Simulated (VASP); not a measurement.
# WC (P1) in VASP: notebook

WC is run at these levels: LDA; tasks: single point.

Program: VASP 6.6.1. These are calculated values, not measurements. Logs are shortened: lines on timing, memory, paths and dates and some standing lists are left out, and cuts for length are marked.

**1. The cell of the first run**

The typed cell holds 16 atoms: a = 5.978 Å, b = 5.177 Å, c = 5.849 Å, α = 90.00°, β = 90.00°, γ = 90.00°.

**2. Single point, LDA**

File INCAR:

```
PREC = Accurate
ENCUT = 520
EDIFF = 1E-6
ISMEAR = -1
SIGMA = 0.36
LREAL = Auto
LASPH = T
NELM = 80
ALGO = Normal
ISIF = 2
LWAVE = F
LCHARG = F
NBANDS = 86
```

File KPOINTS:

```
regular mesh
0
Gamma
  2 2 2
```

File POSCAR:

```
WC
1.0
   -2.9891740000     -5.1774000000      0.0000000000
    4.4837600000     -2.5887000000      0.0000000000
    0.0000000000      0.0000000000      5.8493330000
W C
8 8
Direct
    0.8007807211      0.4717185825     -0.0052313657
    0.7622241344      0.5054509083      0.5324538712
    0.5385387145     -0.0116005488      0.0148051068
    0.5014003658      0.0180591595      0.5367278628
    0.2647361588      0.4617201729     -0.0039491682
    0.2315997595      0.5204988624      0.5065363863
    0.0006327196      0.0172380567     -0.0096592210
    0.0238502563     -0.0126249920      0.5266583387
    0.5087759775      0.6836494201      0.2895372857
    0.4820128044      0.7107918672      0.7253134674
    0.2656653827      0.1836226860      0.2912639783
    0.2954492935      0.1871753498      0.7461192584
   -0.0130687628      0.6644501922      0.2910930186
    0.0090332801      0.6822849675      0.7842261673
    0.7503271814      0.2144536064      0.2686118229
    0.7611767215      0.1793114853      0.7289378122
```

Potentials or basis: VASP PAW LDA potentials, release 64 (W_sv, C).

Launch:

```console
> cat potpaw_LDA.64/W_sv/POTCAR potpaw_LDA.64/C/POTCAR > POTCAR
> mpirun -np 1 vasp_std > vasp.out
```

OUTCAR:

```text
PREC = Accurate
   ENCUT = 520
   EDIFF = 1E-6
   ISMEAR = -1
   LREAL = Auto
   LASPH = T
   NELM = 80
   ISIF = 2

 ion  position               nearest neighbor table
   1  0.801  0.472  0.995-  14 2.06  15 2.10  16 2.18  13 2.29   7 2.64   9 2.69   2 2.72  10 2.77
                             5 2.77   3 2.96   7 3.07   3 3.10   2 3.16   5 3.21
   2  0.762  0.505  0.532-  16 2.04  13 2.12  15 2.16   9 2.27  14 2.28  10 2.28   1 2.72   6 2.81
                             8 2.95   4 2.97   4 3.08   8 3.11   1 3.16   6 3.18
   3  0.539  0.988  0.015-  10 2.25   9 2.26  15 2.28  16 2.35  12 2.38  11 2.51   7 2.77   4 2.81
                             5 2.95   1 2.96   4 3.06   1 3.10   5 3.18   7 3.22
   4  0.501  0.018  0.537-  10 1.94  12 1.94  16 2.09  11 2.19   9 2.26  15 2.39   3 2.81   8 2.86
                             2 2.97   6 3.04   3 3.06   6 3.07   2 3.08   8 3.13
   5  0.265  0.462  0.996-  12 2.05  11 2.25  14 2.28  10 2.42   9 2.53  13 2.62   1 2.77   7 2.79
                             6 2.89   3 2.95   6 3.01   3 3.18   1 3.21   7 3.28
   6  0.232  0.520  0.507-  13 2.07  11 2.16  10 2.20   9 2.25  12 2.26  14 2.26   8 2.72   2 2.81
                             5 2.89   5 3.01   8 3.03   4 3.04   4 3.07   2 3.18
   7  0.001  0.017  0.990-  14 2.11  16 2.26  12 2.43  15 2.44  11 2.52  13 2.54   1 2.64   8 2.72
                             3 2.77   5 2.79   1 3.07   8 3.14   3 3.22   5 3.28
   8  0.024  0.987  0.527-  13 2.18  14 2.18  16 2.20  11 2.24  12 2.31  15 2.52   6 2.72   7 2.72
                             4 2.86   2 2.95   6 3.03   2 3.11   4 3.13   7 3.14
   9  0.509  0.684  0.290-   6 2.25   4 2.26   3 2.26   2 2.27   5 2.53   1 2.69
  10  0.482  0.711  0.725-   4 1.94   6 2.20   3 2.25   2 2.28   5 2.42   1 2.77
  11  0.266  0.184  0.291-   6 2.16   4 2.19   8 2.24   5 2.25   3 2.51   7 2.52
  12  0.295  0.187  0.746-   4 1.94   5 2.05   6 2.26   8 2.31   3 2.38   7 2.43
  13  0.987  0.664  0.291-   6 2.07   2 2.12   8 2.18   1 2.29   7 2.54   5 2.62
  14  0.009  0.682  0.784-   1 2.06   7 2.11   8 2.18   6 2.26   5 2.28   2 2.28
  15  0.750  0.214  0.269-   1 2.10   2 2.16   3 2.28   4 2.39   7 2.44   8 2.52
  16  0.761  0.179  0.729-   2 2.04   4 2.09   1 2.18   8 2.20   7 2.26   3 2.35

  LATTYP: Found a simple orthorhombic cell.
 ALAT       =     5.1774000645
 B/A-ratio  =     1.1297819228
 C/A-ratio  =     1.1547005932

  Lattice vectors:

 A1 = (   4.4837600000,  -2.5887000000,   0.0000000000)
 A2 = (   0.0000000000,   0.0000000000,   5.8493330000)
 A3 = (  -2.9891740000,  -5.1774000000,   0.0000000000)

Analysis of symmetry for initial positions (statically):
=====================================================================
 Subroutine PRICEL returns:
 Original cell was already a primitive cell.

 Routine SETGRP: Setting up the symmetry group for a
 simple orthorhombic supercell.

 Subroutine GETGRP returns: Found  1 space group operations
 (whereof  1 operations were pure point group operations)
 out of a pool of  8 trial point group operations.

The static configuration has the point symmetry C_1 .

Analysis of symmetry for dynamics (positions and initial velocities):
=====================================================================
 Subroutine PRICEL returns:
 Original cell was already a primitive cell.

 Routine SETGRP: Setting up the symmetry group for a
 simple orthorhombic supercell.

 Subroutine GETGRP returns: Found  1 space group operations
 (whereof  1 operations were pure point group operations)
 out of a pool of  8 trial point group operations.

The dynamic configuration has the point symmetry C_1 .

 Subroutine INISYM returns: Found  1 space group operations
 (whereof  1 operations are pure point group operations),
 and found     1 'primitive' translations

----------------------------------------------------------------------------------------

                                     Primitive cell

  volume of cell :     181.0503

  direct lattice vectors                    reciprocal lattice vectors
    -2.989174000 -5.177400000  0.000000000    -0.083635159 -0.144860347  0.000000000
     4.483760000 -2.588700000  0.000000000     0.167270317 -0.096573586  0.000000000
     0.000000000  0.000000000  5.849333000     0.000000000  0.000000000  0.170959663

  length of vectors
     5.978346926  5.177400064  5.849333000     0.167270319  0.193147137  0.170959663

  position of ions in fractional coordinates (direct lattice)
     0.800780721  0.471718583  0.994768634
     0.762224134  0.505450908  0.532453871
     0.538538714  0.988399451  0.014805107
     0.501400366  0.018059159  0.536727863
     0.264736159  0.461720173  0.996050832
     0.231599759  0.520498862  0.506536386
[... 8 lines left out ...]
     0.750327181  0.214453606  0.268611823
     0.761176722  0.179311485  0.728937812

  ion indices of the primitive-cell ions
   primitive index   ion index
                 1           1
                 2           2
                 3           3
                 4           4
                 5           5
                 6           6
[... 8 lines left out ...]
                15          15
                16          16

----------------------------------------------------------------------------------------

 KPOINTS: regular mesh

Automatic generation of k-mesh.
 Grid dimensions read from file:
 generate k-points for:    2    2    2

 Generating k-lattice:

  Cartesian coordinates                     Fractional coordinates (reciprocal lattice)
    -0.041817579 -0.072430173  0.000000000     0.500000000  0.000000000  0.000000000
     0.083635159 -0.048286793  0.000000000     0.000000000  0.500000000  0.000000000
     0.000000000  0.000000000  0.085479832     0.000000000  0.000000000  0.500000000

  Length of vectors
     0.083635160  0.096573569  0.085479832

  Shift w.r.t. Gamma in fractional coordinates (k-lattice)
     0.000000000  0.000000000  0.000000000

 Subroutine IBZKPT returns following result:
 ===========================================

 Found      8 irreducible k-points:

 Following reciprocal coordinates:
            Coordinates               Weight
  0.000000  0.000000  0.000000      1.000000
  0.500000  0.000000  0.000000      1.000000
  0.000000  0.500000  0.000000      1.000000
  0.500000  0.500000  0.000000      1.000000
  0.000000  0.000000  0.500000      1.000000
  0.500000  0.000000  0.500000      1.000000
  0.000000  0.500000  0.500000      1.000000
  0.500000  0.500000  0.500000      1.000000
   k-points           NKPTS =      8   k-points in BZ     NKDIM =      8   number of bands    NBANDS=     86
   number of dos      NEDOS =    301   number of ions     NIONS =     16
   total plane-waves  NPLWV =  92160
   dimension x,y,z NGX =    48 NGY =   40 NGZ =   48
   dimension x,y,z NGXF=    96 NGYF=   80 NGZF=   96
   ions per type =               8   8
   NGX,Y,Z   is equivalent  to a cutoff of  13.35, 12.84, 13.64 a.u.
   NGXF,Y,Z  is equivalent  to a cutoff of  26.70, 25.69, 27.28 a.u.
 SYSTEM =  unknown system
   PREC   = accura    normal or accurate (medium, high low for compatibility)
   ISTART =      0    job   : 0-new  1-cont  2-samecut
   ICHARG =      2    charge: 1-file 2-atom 10-const
   ISPIN  =      1    spin polarized calculation?
   LNONCOLLINEAR =      F non collinear calculations
   LSORBIT =      F    spin-orbit coupling
   LASPH  =      T    aspherical Exc in radial PAW
   ENCUT  =  520.0 eV  38.22 Ry    6.18 a.u.  11.12  9.63 10.88*2*pi/ulx,y,z
   NELM   =     80;   NELMIN=  2; NELMDL= -5     # of ELM steps
   EDIFF  = 0.1E-05   stopping-criterion for ELM
   LREAL  =      T    real-space projection
   EDIFFG = 0.1E-04   stopping-criterion for IOM
   NSW    =      0    number of steps for IOM
   IBRION =     -1    ionic relax: 0-MD 1-quasi-New 2-CG
   NFREE  =      0    steps in history (QN), initial steepest desc. (CG)
   ISIF   =      2    stress and relaxation
   ISYM   =      2    0-nonsym 1-usesym 2-fastsym
   POTIM  = 0.5000    time-step for ionic-motion
   TEBEG  =    0.0;   TEEND  =   0.0 temperature during run
   PSTRESS=    0.0 pullay stress
   NELECT =     144.0000    total number of electrons
   NUPDOWN=      -1.0000    fix difference up-down
   EMIN   =  10.00;   EMAX   =-10.00  energy-range for DOS
   EFERMI =   0.00;   METHOD = LEGACY
   ISMEAR =    -1;   SIGMA  =   0.36  broadening in eV -4-tet -1-fermi 0-gaus
   EFERMI_NEDOS =   21; number of points for ismear=-14 and -15
   IALGO  =     38    algorithm
   IMIX   =      4    mixing-type and parameters
     AMIX     =   0.40;   BMIX     =  1.00
     AMIX_MAG =   1.60;   BMIX_MAG =  1.00
  volume/ion in A,a.u.               =      11.32        76.36
  Fermi-wavevector in a.u.,A,eV,Ry     =   1.516803  2.866343 31.302819  2.300692
  Thomas-Fermi vector in A             =   2.626144
   LORBIT       =      0    0 simple, 1 ext, 2 COOP (PROOUT), +10 PAW based schemes
   GGA     = CA    functional components
   LHFCALC =     F    Hartree Fock is set to
   AEXX    =    0.0000 exact exchange contribution
   IVDW    =     0    specifies the selected vdW correction
   LEPSILON=     F    determine dielectric tensor
   LRPA    =     F    only Hartree local field effects (RPA)
 non-spin polarized calculation
  energy-cutoff  :      520.00
  volume of cell :      181.05
 maximum number of plane-waves:      4912
 NGX is ok and might be reduce to    48
   NGX = 23   NGY = 19   NGZ = 21

 number of electron     143.9999998 magnetization

 Free energy of the ion-electron system (eV)
  ---------------------------------------------------
  ext. energy  EPLUGINS =         0.00000000
  ---------------------------------------------------
  free energy    TOTEN  =      -189.51574635 eV

  energy without entropy =     -187.02965436  energy(sigma->0) =     -188.27270035

 E-fermi :  10.1180     XC(G=0): -13.4588

 val. band max:        9.9820140972   @ k =   0.5000   0.0000   0.0000
 cond. band min:      10.1831753617   @ k =   0.0000   0.5000   0.0000
 fundamental gap:      0.2011612645
 Fermi energy:        10.1180089051

 k-point     1 :       0.0000    0.0000    0.0000
  band No.  band energies     occupation
      1     -63.9919      2.00000
      2     -63.9504      2.00000
      3     -63.8601      2.00000
      4     -63.7732      2.00000
      5     -63.6437      2.00000
      6     -63.5808      2.00000
[... 685 lines left out ...]
     83      13.0587      0.00057
     84      13.2403      0.00034
 [bands above 84 left out]

------------------------ aborting loop because EDIFF is reached ----------------------------------------

  FORCE on cell =-STRESS in cart. coord.  units (eV):
  Direction    XX          YY          ZZ          XY          YZ          ZX
  --------------------------------------------------------------------------------------
  -------------------------------------------------------------------------------------
  Total      -14.1404855    -19.1760046    -21.9693892      0.4223665      2.6695738      0.2364548
  in kB     -125.1341127   -169.6951864   -194.4148256      3.7376695     23.6239946      2.0924718
  external PRESSURE =    -163.0813749 kB  Pullay stress =       0.0000000 kB

 VOLUME and BASIS-vectors are now :
 -----------------------------------------------------------------------------
  energy-cutoff  :      520.00
  volume of cell :      181.05
      direct lattice vectors                 reciprocal lattice vectors
    -2.989174000 -5.177400000  0.000000000    -0.083635159 -0.144860347  0.000000000
     4.483760000 -2.588700000  0.000000000     0.167270317 -0.096573586  0.000000000
     0.000000000  0.000000000  5.849333000     0.000000000  0.000000000  0.170959663

 POSITION                                       TOTAL-FORCE (eV/Angst)
 -----------------------------------------------------------------------------------
     -0.27860     -5.36710      5.81873         4.211307      1.302943      3.369752
     -0.01210     -5.25480      3.11450         2.533069      0.539048     -3.652001
      2.82196     -5.34690      0.08660         1.771793      1.273149      1.092351
     -1.41780     -2.64270      3.13950        -1.463889     -2.091967     -6.308711
      1.27890     -2.56590      5.82623         2.617164     -2.352746      2.011683
      1.64150     -2.54650      2.96290        -3.128021     -2.931459      0.214432
[... 8 lines left out ...]
     -1.28130     -4.43990      1.57120        -2.981386      0.925975     -0.140514
     -1.47130     -4.40510      4.26380        -1.713963     -0.117173      3.007104
 -----------------------------------------------------------------------------------
    total drift:                               -0.006240     -0.000991      0.020890

  FREE ENERGIE OF THE ION-ELECTRON SYSTEM (eV)
  ---------------------------------------------------
  free  energy   TOTEN  =      -189.5157463501 eV

  energy  without entropy=     -187.0296543584  energy(sigma->0) =     -188.27270035
```

Run time: 2 min. Hardware: 1 thread of AMD EPYC 9R45 (Zen 5), shared host; peak memory 0.26 GiB.

Results:

```
Free energy            : -189.5157 eV
Pressure               : -16.3 GPa
Largest force          : 6.806 eV/Å
Band gap on the k mesh : 0.03 eV (least direct gap 0.24 eV)
```

Forces in eV/Å, atoms in the order of the input:
```
W    4.211  1.303  3.370
W    2.533  0.539 -3.652
W    1.772  1.273  1.092
W   -1.464 -2.092 -6.309
W    2.617 -2.353  2.012
W   -3.128 -2.931  0.214
W   -1.942 -0.295  3.519
W    3.333 -0.101 -2.583
C   -0.117  0.647 -1.378
C   -3.441  1.054  3.481
C   -0.224  1.092 -1.931
C    1.521  2.630  2.604
C    0.194 -1.102 -1.574
C   -1.172 -0.473 -1.733
C   -2.981  0.926 -0.141
C   -1.714 -0.117  3.007
```

Stress tensor (GPa, compression positive):
```
-12.51   0.37   0.21
  0.37 -16.97   2.36
  0.21   2.36 -19.44
```

Levels at points of the mesh, in eV from the valence-band top:
```csv
k point,band 68,band 69,band 70,band 71,band 72,band 73,band 74,band 75,band 76,band 77
"(0.00, 0.00, 0.00)",-1.20,-0.78,-0.51,-0.47,-0.27,0.19,0.29,0.52,0.89,1.42
"(0.50, 0.00, 0.00)",-1.19,-1.13,-0.94,-0.49,-0.20,0.04,0.47,0.72,0.95,1.31
"(0.00, 0.50, 0.00)",-1.62,-0.73,-0.58,-0.39,0.00,0.81,0.99,1.10,1.36,1.58
"(0.50, 0.50, 0.00)",-1.91,-1.50,-1.40,-1.12,-0.71,0.67,0.90,1.16,1.27,1.38
"(0.00, 0.00, 0.50)",-1.36,-1.12,-0.79,-0.61,-0.25,0.04,0.37,1.00,1.39,1.93
"(0.50, 0.00, 0.50)",-1.29,-1.24,-1.09,-0.92,-0.56,0.03,0.23,0.58,0.88,1.39
"(0.00, 0.50, 0.50)",-1.56,-1.45,-1.35,-0.81,-0.72,0.28,0.61,0.92,1.09,1.48
"(0.50, 0.50, 0.50)",-1.68,-1.35,-1.21,-0.85,-0.64,0.14,0.26,0.70,0.78,1.20
```

Caveat: the k points lie up to 0.61 Å⁻¹ apart; the smearing spreads over this small gap; so wide a smearing shifts energies and pressures; spin-orbit coupling is left out, which moves the levels of the heavy elements; forces of over 1 eV/Å act on the atoms, so gaps and moduli don't describe the material at rest. A k mesh can miss the band edges.

(Part 1 of 2 ends here.)

The gap in the log of VASP goes by the Fermi energy; the results here count the filled bands.